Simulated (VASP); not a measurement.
Wanted: the native input for a VASP 6.6.1 run.

| Property | Result |
| --- | --- |
| Task | single point |
| Functional | PBE |
| Potentials or basis | VASP PAW PBE potentials, release 64 (Si, C) |
| Cutoff | 520 eV |
| k mesh | 10 × 10 × 3 |
| Occupations | gaussian, width 0.05 eV |
| Spin | no spin polarisation |
| Dipole correction | no |
| Further INCAR settings | ALGO = Normal; EDIFF = 1e-06; NBANDS = 26; ISYM = 0 |

The structure of SiC lies in POSCAR:

```
SiC
1.0
   -3.0941201809      0.0000000000      0.0000000000
   -1.5470600905     -2.6795866790      0.0000000000
   -1.5470600904      0.0000000000     10.1293391998
Si C
4 4
Direct
    0.3696445728      0.6666666667      0.5940441877
    0.2863112395      0.3333333333      0.0940441877
    0.8279502217      1.0000000000      0.3440995566
    0.5779502217      1.0000000000      0.8440995566
    0.4636629437      0.6666666667      0.4060074460
   -0.1196703897      0.3333333333      0.9060074460
   -0.0783239049      0.0000000000      0.1566478097
   -0.3283239048      0.0000000000      0.6566478097
```

This cell differs from its parent crystal: the part above a cut slid along it.

These files were run (other wordings do the same):

INCAR

```
  PREC = Accurate
  ENCUT = 520
  EDIFF = 1E-6
  ISMEAR = 0
  SIGMA = 0.05
  LREAL = F
  LASPH = T
  NELM = 100
  ALGO = Normal
  ISIF = 2
  LWAVE = F
  LCHARG = T
  GGA = PE
  LELF = T
  LVHAR = T
  ISYM = 0
  NBANDS = 26
```

KPOINTS

```
regular mesh
0
Gamma
  10 10 3
```

Potentials or basis: VASP PAW PBE potentials, release 64 (Si, C).

Command:

```console
$ cat potpaw_PBE.64/Si/POTCAR potpaw_PBE.64/C/POTCAR > POTCAR
$ mpirun -np 1 vasp_std > vasp.out
```

It gave:

```json
{
 "Pressure": "-1.6 GPa",
 "Largest force": "1.104 eV/Å",
 "Band gap on the k mesh": "0.57 eV (least direct gap 1.20 eV)"
}
```

Caveat: the cell differs from its parent crystal (the part above a cut slid along it); the stress differs along the axes, from -9 to 5 GPa; semilocal functionals underestimate gaps, and a narrow one can read as zero; forces of over 1 eV/Å act on the atoms, so gaps and moduli don't describe the material at rest.

Run time: 7.6 min on 1 thread of Intel Xeon 8259CL (shared host), peak memory 0.37 GiB.
